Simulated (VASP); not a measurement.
ZnMo3, 4 atoms in the cell. Symmetry: Pm-3m, No. 221, cubic system. Conventional cell: a = 3.943 Å, b = 3.943 Å, c = 3.943 Å, α = 90.00°, β = 90.00°, γ = 90.00°. Within 3.7 Å of Mo (site symmetry 4/mmm) lie 8 Mo at 2.79 Å and 4 Zn at 2.79 Å. Within 3.7 Å of Zn (site symmetry m-3m) lie 12 Mo at 2.79 Å. 

* Program: VASP 6.6.1
* Task: relaxation of cell and atoms
* Functional: PBE
* Potentials or basis: VASP PAW PBE potentials, release 64 (Mo_sv, Zn)
* Cutoff: 600 eV
* k mesh: 7 × 7 × 7
* Occupations: fermi-dirac, width 0.05 eV
* Spin: no spin polarisation
* Target pressure: 2 GPa
* Dipole correction: no
* Further INCAR settings: ALGO = Normal; EDIFF = 1e-07; IBRION = 2; EDIFFG = -0.01; NSW = 60; ISIF = 3

Potentials or basis: VASP PAW PBE potentials, release 64 (Mo_sv, Zn).

Command:

```console
$ cat potpaw_PBE.64/Mo_sv/POTCAR potpaw_PBE.64/Zn/POTCAR > POTCAR
$ mpirun -np 1 vasp_std > vasp.out
```

Hardware: 1 thread of Intel(R) Xeon(R) Platinum 8559C (Emerald Rapids) (shared host).

Task: Estimate the wall time of this run.

Result: It took 80 s on 1 thread of Intel(R) Xeon(R) Platinum 8559C (Emerald Rapids) (shared host), peak memory 0.2 GiB. Counts: scf iterations 37, k points 20, ion steps 3.
